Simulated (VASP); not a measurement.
# Si (I4_1/amd) in VASP: notebook

The runs below take Si through single point, with PBE.

All numbers are computed with VASP 6.6.1; they aren't measurements. Logs are shortened: lines on timing, memory, paths and dates and some standing lists are left out, and cuts for length are marked.

## 1. The cell of the first run

Symmetry: I4_1/amd, No. 141, tetragonal system. Conventional cell: a = 3.743 Å, b = 3.743 Å, c = 6.122 Å, α = 90.00°, β = 90.00°, γ = 90.00°. Si (site symmetry -4m2) has 4 Si at 2.42 Å within 3.2 Å.

## 2. Single point, PBE (21.44 Å³/atom)

File INCAR:

```
SYSTEM = Si
  PREC = Accurate
  ENCUT = 520
  EDIFF = 1E-6
  ISMEAR = 0
  SIGMA = 0.05
  LREAL = .False.
  LASPH = .True.
  NELM = 80
  ALGO = Normal
  ISIF = 2
  LWAVE = .False.
  LCHARG = .False.
  GGA = PE
  NBANDS = 11
```

File KPOINTS:

```
regular mesh
0
Gamma
  10 10 10
  0 0 0
```

File POSCAR:

```
Si
1.0
    0.0000000000      2.6463940433      3.0610839899
    2.6463940433      0.0000000000      3.0610839899
    2.6463940433      2.6463940433      0.0000000000
Si
2
Direct
    0.5000000000      0.5000000000      0.5000000000
    0.7500000000      0.7500000000      0.7500000000
```

Potentials or basis: VASP PAW PBE potentials, release 64 (Si).

The run is started by

```
> cat potpaw_PBE.64/Si/POTCAR > POTCAR
> mpirun -np 1 vasp_std > vasp.out
```

OUTCAR:

```text
SYSTEM = Si
   PREC = Accurate
   ENCUT = 520
   EDIFF = 1E-6
   ISMEAR = 0
   LREAL = .False.
   LASPH = .True.
   NELM = 80
   ISIF = 2
   GGA = PE

 ion  position               nearest neighbor table
   1  0.500  0.500  0.500-   2 2.42   2 2.42   2 2.42   2 2.42
   2  0.750  0.750  0.750-   1 2.42   1 2.42   1 2.42   1 2.42

  LATTYP: Found a body centered tetragonal cell.
 ALAT       =     3.7425663474
 C/A-ratio  =     1.6358208276

  Lattice vectors:

 A1 = (  -2.6463940433,   0.0000000000,   3.0610839899)
 A2 = (   2.6463940433,   0.0000000000,   3.0610839899)
 A3 = (   0.0000000000,   2.6463940433,  -3.0610839899)

Analysis of symmetry for initial positions (statically):
=====================================================================
 Subroutine PRICEL returns:
 Original cell was already a primitive cell.

 Routine SETGRP: Setting up the symmetry group for a
 body centered tetragonal supercell.

 Subroutine GETGRP returns: Found 16 space group operations
 (whereof  8 operations were pure point group operations)
 out of a pool of 16 trial point group operations.

The static configuration has the point symmetry D_2d.
 The point group associated with its full space group is D_4h.

Analysis of symmetry for dynamics (positions and initial velocities):
=====================================================================
 Subroutine PRICEL returns:
 Original cell was already a primitive cell.

 Routine SETGRP: Setting up the symmetry group for a
 body centered tetragonal supercell.

 Subroutine GETGRP returns: Found 16 space group operations
 (whereof  8 operations were pure point group operations)
 out of a pool of 16 trial point group operations.

The dynamic configuration has the point symmetry D_2d.
 The point group associated with its full space group is D_4h.

 Subroutine INISYM returns: Found 16 space group operations
 (whereof  8 operations are pure point group operations),
 and found     1 'primitive' translations

----------------------------------------------------------------------------------------

                                     Primitive cell

  volume of cell :      42.8760

  direct lattice vectors                    reciprocal lattice vectors
     0.000000000  2.646394043  3.061083990    -0.188936338  0.188936338  0.163340830
     2.646394043  0.000000000  3.061083990     0.188936338 -0.188936338  0.163340830
     2.646394043  2.646394043  0.000000000     0.188936338  0.188936338 -0.163340830

  length of vectors
     4.046435051  4.046435051  3.742566347     0.313167857  0.313167857  0.313167857

  position of ions in fractional coordinates (direct lattice)
     0.500000000  0.500000000  0.500000000
     0.750000000  0.750000000  0.750000000

  ion indices of the primitive-cell ions
   primitive index   ion index
                 1           1
                 2           2

----------------------------------------------------------------------------------------

 KPOINTS: regular mesh

Automatic generation of k-mesh.
 Grid dimensions read from file:
 generate k-points for:   10   10   10

 Generating k-lattice:

  Cartesian coordinates                     Fractional coordinates (reciprocal lattice)
    -0.018893634  0.018893634  0.016334083     0.100000000 -0.000000000  0.000000000
     0.018893634 -0.018893634  0.016334083    -0.000000000  0.100000000  0.000000000
     0.018893634  0.018893634 -0.016334083     0.000000000  0.000000000  0.100000000

  Length of vectors
     0.031316786  0.031316786  0.031316786

  Shift w.r.t. Gamma in fractional coordinates (k-lattice)
     0.000000000  0.000000000  0.000000000

 Subroutine IBZKPT returns following result:
 ===========================================

 Found    102 irreducible k-points:

 Following reciprocal coordinates:
            Coordinates               Weight
  0.000000  0.000000  0.000000      1.000000
  0.100000  0.000000  0.000000      8.000000
  0.200000  0.000000  0.000000      8.000000
  0.300000  0.000000  0.000000      8.000000
  0.400000  0.000000  0.000000      8.000000
  0.500000 -0.000000  0.000000      4.000000
[... 16 lines left out ...]
  0.300000  0.300000  0.000000      2.000000
  0.400000  0.300000  0.000000      8.000000
 [... further k-points ...]
   k-points           NKPTS =    102   k-points in BZ     NKDIM =    102   number of bands    NBANDS=     11
   number of dos      NEDOS =    301   number of ions     NIONS =      2
   total plane-waves  NPLWV =  25200
   dimension x,y,z NGX =    30 NGY =   30 NGZ =   28
   dimension x,y,z NGXF=    60 NGYF=   60 NGZF=   56
   ions per type =               2
   NGX,Y,Z   is equivalent  to a cutoff of  12.33, 12.33, 12.44 a.u.
   NGXF,Y,Z  is equivalent  to a cutoff of  24.65, 24.65, 24.88 a.u.
 SYSTEM =  Si
   PREC   = accura    normal or accurate (medium, high low for compatibility)
   ISTART =      0    job   : 0-new  1-cont  2-samecut
   ICHARG =      2    charge: 1-file 2-atom 10-const
   ISPIN  =      1    spin polarized calculation?
   LNONCOLLINEAR =      F non collinear calculations
   LSORBIT =      F    spin-orbit coupling
   LASPH  =      T    aspherical Exc in radial PAW
   ENCUT  =  520.0 eV  38.22 Ry    6.18 a.u.   7.52  7.52  6.96*2*pi/ulx,y,z
   NELM   =     80;   NELMIN=  2; NELMDL= -5     # of ELM steps
   EDIFF  = 0.1E-05   stopping-criterion for ELM
   LREAL  =      F    real-space projection
   EDIFFG = 0.1E-04   stopping-criterion for IOM
   NSW    =      0    number of steps for IOM
   IBRION =     -1    ionic relax: 0-MD 1-quasi-New 2-CG
   NFREE  =      0    steps in history (QN), initial steepest desc. (CG)
   ISIF   =      2    stress and relaxation
   ISYM   =      2    0-nonsym 1-usesym 2-fastsym
   POTIM  = 0.5000    time-step for ionic-motion
   TEBEG  =    0.0;   TEEND  =   0.0 temperature during run
   PSTRESS=    0.0 pullay stress
   NELECT =       8.0000    total number of electrons
   NUPDOWN=      -1.0000    fix difference up-down
   EMIN   =  10.00;   EMAX   =-10.00  energy-range for DOS
   EFERMI =   0.00;   METHOD = LEGACY
   ISMEAR =     0;   SIGMA  =   0.05  broadening in eV -4-tet -1-fermi 0-gaus
   EFERMI_NEDOS =   21; number of points for ismear=-14 and -15
   IALGO  =     38    algorithm
   IMIX   =      4    mixing-type and parameters
     AMIX     =   0.40;   BMIX     =  1.00
     AMIX_MAG =   1.60;   BMIX_MAG =  1.00
  volume/ion in A,a.u.               =      21.44       144.67
  Fermi-wavevector in a.u.,A,eV,Ry     =   0.935478  1.767796 11.906709  0.875118
  Thomas-Fermi vector in A             =   2.062389
   LORBIT       =      0    0 simple, 1 ext, 2 COOP (PROOUT), +10 PAW based schemes
   GGA     = PE    functional components
   LHFCALC =     F    Hartree Fock is set to
   AEXX    =    0.0000 exact exchange contribution
   IVDW    =     0    specifies the selected vdW correction
   LEPSILON=     F    determine dielectric tensor
   LRPA    =     F    only Hartree local field effects (RPA)
 non-spin polarized calculation
 Gauss-broadening in eV      SIGMA  =   0.05
  energy-cutoff  :      520.00
  volume of cell :       42.88
 maximum number of plane-waves:      1175
   NGX = 15   NGY = 15   NGZ = 13

 number of electron       8.0000000 magnetization

 Free energy of the ion-electron system (eV)
  ---------------------------------------------------
  ext. energy  EPLUGINS =         0.00000000
  ---------------------------------------------------
  free energy    TOTEN  =       -10.61923674 eV

  energy without entropy =      -10.61904486  energy(sigma->0) =      -10.61914080

 E-fermi :   5.5385     XC(G=0):  -9.1693

 val. band max:        5.5305955838   @ k =  -0.1000   0.1000   0.0000
 cond. band min:       5.5894820389   @ k =   0.0000   0.0000   0.0000
 fundamental gap:      0.0588864551
 Fermi energy:         5.5384947999

 k-point     1 :       0.0000    0.0000    0.0000
  band No.  band energies     occupation
      1      -6.3170      2.00000
      2       4.4156      2.00000
      3       5.5895      0.14926
      4       5.5895      0.14926
      5       7.4146      0.00000
      6       7.6334      0.00000
      7       7.6334      0.00000
      8       8.1507      0.00000
      9      11.6641      0.00000
     10      12.8892      0.00000
     11      14.0569      0.00000

 k-point     2 :       0.1000    0.0000    0.0000
  band No.  band energies     occupation
      1      -6.1923      2.00000
      2       3.8038      2.00000
      3       4.8161      2.00000
      4       5.4421      1.99358
      5       7.3333      0.00000
      6       7.9139      0.00000
      7       8.1740      0.00000
      8       8.8117      0.00000
      9      11.5597      0.00000
     10      13.3927      0.00000
     11      13.6838      0.00000

 k-point     3 :       0.2000    0.0000    0.0000
  band No.  band energies     occupation
      1      -5.8247      2.00000
      2       2.2146      2.00000
      3       4.1860      2.00000
      4       5.1719      2.00000
      5       6.8190      0.00000
      6       8.5030      0.00000
      7       8.6909      0.00000
      8      10.2304      0.00000
      9      11.9566      0.00000
     10      12.9860      0.00000
     11      14.1848      0.00000

 k-point     4 :       0.3000    0.0000    0.0000
  band No.  band energies     occupation
      1      -5.2414      2.00000
      2       0.5577      2.00000
      3       3.7434      2.00000
      4       4.9507      2.00000
      5       6.3313      0.00000
      6       8.8097      0.00000
      7       8.9688      0.00000
      8      11.6501      0.00000
      9      12.9061      0.00000
     10      13.0387      0.00000
     11      14.3694      0.00000
[... 239 lines left out ...]
 k-point    22 :      -0.2000    0.2000    0.0000
  band No.  band energies     occupation
      1      -4.9518      2.00000
      2       0.6129      2.00000
      3       1.9340      2.00000
      4       5.1126      2.00000
      5       8.3955      0.00000
      6       8.6855      0.00000
      7       9.0994      0.00000
      8       9.9859      0.00000
      9      11.8083      0.00000
     10      14.9385      0.00000
     11      15.4911      0.00000

 k-point    23 :       0.3000    0.3000    0.0000
  band No.  band energies     occupation
      1      -5.0702      2.00000
      2       0.0678      2.00000
      3       3.7586      2.00000
      4       3.7586      2.00000
      5       6.9434      0.00000
      6       7.9351      0.00000
      7      11.3617      0.00000
      8      11.3617      0.00000
      9      12.6048      0.00000
     10      15.5679      0.00000
     11      16.2495      0.00000

 k-point    24 :       0.4000    0.3000    0.0000
  band No.  band energies     occupation
      1      -4.5509      2.00000
      2      -0.7481      2.00000
      3       2.9749      2.00000
      4       3.6088      2.00000
      5       7.1248      0.00000
      6       8.1311      0.00000
      7      11.3980      0.00000
      8      12.0153      0.00000
      9      14.3421      0.00000
     10      15.9185      0.00000
     11      16.3210      0.00000

 [... further k-points ...]
[... 5 lines left out ...]
  --------------------------------------------------------------------------------------
  -------------------------------------------------------------------------------------
  Total        0.3583662      0.3583662     -4.0752261      0.0000000     -0.0000000     -0.0000000
  in kB       13.3913190     13.3913190   -152.2818113      0.0000000     -0.0000000     -0.0000000
  external PRESSURE =     -41.8330577 kB  Pullay stress =       0.0000000 kB

 VOLUME and BASIS-vectors are now :
 -----------------------------------------------------------------------------
  energy-cutoff  :      520.00
  volume of cell :       42.88
      direct lattice vectors                 reciprocal lattice vectors
     0.000000000  2.646394043  3.061083990    -0.188936338  0.188936338  0.163340830
     2.646394043  0.000000000  3.061083990     0.188936338 -0.188936338  0.163340830
     2.646394043  2.646394043  0.000000000     0.188936338  0.188936338 -0.163340830

 POSITION                                       TOTAL-FORCE (eV/Angst)
 -----------------------------------------------------------------------------------
      2.64639      2.64639      3.06108         0.000000      0.000000      0.000000
      3.96959      3.96959      4.59163         0.000000      0.000000      0.000000
 -----------------------------------------------------------------------------------
    total drift:                                0.000000     -0.000000     -0.000000

  FREE ENERGIE OF THE ION-ELECTRON SYSTEM (eV)
  ---------------------------------------------------
  free  energy   TOTEN  =       -10.6192367381 eV

  energy  without entropy=      -10.6190448623  energy(sigma->0) =      -10.61914080
```

Wall time 56 s (1 thread of Intel Xeon 8259CL, shared host); peak memory 0.18 GiB.

What came out:

| Quantity | Value |
| --- | --- |
| Free energy | -10.6192 eV |
| Pressure | -4.2 GPa |
| Band gap on the k mesh | zero (bands 4 and 5 overlap by 0.09 eV) |

Caveat: the cell stands under tension; semilocal functionals underestimate gaps, so a narrow gap can read as zero.

## 3. Single point, PBE (21.93 Å³/atom)

This run uses another cell than the first one, of 21.93 Å³/atom.

File INCAR:

```
SYSTEM = Si
PREC = Accurate
ENCUT = 520
EDIFF = 1E-7
ISMEAR = 0
SIGMA = 0.05
LREAL = .False.
LASPH = .True.
NELM = 80
ALGO = Normal
ISIF = 2
LWAVE = .False.
LCHARG = .False.
GGA = PE
NBANDS = 11
```

File KPOINTS:

```
Automatic mesh
0
Gamma
  10 10 10
  0 0 0
```

File POSCAR:

```
Si
1.0
    0.0000000000      2.8331455526      2.7320022564
    2.8331455526      0.0000000000      2.7320022564
    2.8331455526      2.8331455526      0.0000000000
Si
2
Direct
    0.5000000000      0.5000000000      0.5000000000
    0.7500000000      0.7500000000      0.7500000000
```

Potentials or basis: VASP PAW PBE potentials, release 64 (Si).

The run is started by

```
> cat potpaw_PBE.64/Si/POTCAR > POTCAR
> mpirun -np 1 vasp_std > vasp.out
```

Run time: 72 s. Hardware: 1 thread of Intel Xeon 8259CL, shared host; peak memory 0.18 GiB.

Results (log left out):

| Property | Result |
| --- | --- |
| Free energy | -10.7855 eV |
| Pressure | -5.4 GPa |
| Band gap on the k mesh | 0.36 eV (least direct gap 2.15 eV) |

Stress tensor (GPa, compression positive):
```
-6.46  0.00  0.00
 0.00 -6.46  0.00
 0.00  0.00 -3.21
```

Levels at points of the mesh, in eV from the valence-band top:
```tsv
k point	band 1	band 2	band 3	band 4	band 5	band 6	band 7	band 8	band 9
(0.00, 0.00, 0.00)	-11.51	-0.24	-0.24	0.00	2.18	2.28	2.42	2.42	7.21
(0.50, 0.00, 0.00)	-9.40	-6.72	-1.43	-1.12	1.03	3.09	3.37	7.46	9.93
(0.50, 0.50, 0.00)	-7.57	-7.57	-2.94	-2.94	0.54	0.54	9.17	9.17	10.61
(0.50, 0.00, 0.50)	-7.75	-7.75	-2.69	-2.69	0.81	0.81	9.07	9.07	10.61
```

Caveat: the cell stands under tension.
